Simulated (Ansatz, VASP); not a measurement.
# One calculation of TePb, two programs

```
CELL_PARAMETERS angstrom
0.00000 3.51491 3.51491
3.51491 0.00000 3.51491
3.51491 3.51491 0.00000
ATOMIC_POSITIONS crystal
Pb 0.00000 0.00000 0.00000
Te 0.25000 0.25000 0.25000
```

Change from the starting cell: volume scaled by 0.88, LAPW.

Alike in both runs: task single point; functional PBE; k mesh 12 × 12 × 12; occupations fermi-dirac, width 0.05 eV; no spin polarisation.

|  | VASP | Ansatz |
| --- | --- | --- |
| version | VASP 6.6.1 | Ansatz 0.2.0 |
| potentials or method | VASP PAW PBE potentials, release 64 (Pb_d, Te), cutoff 520 eV | all-electron LAPW, scalar-relativistic |

|  | VASP | Ansatz | Ansatz less VASP |
| --- | --- | --- | --- |
| pressure (GPa) | 4.0 | 4.1 | +0.05 |

Ansatz ran all-electron here, and VASP with PAW potentials.

Neither program's run includes spin-orbit coupling.
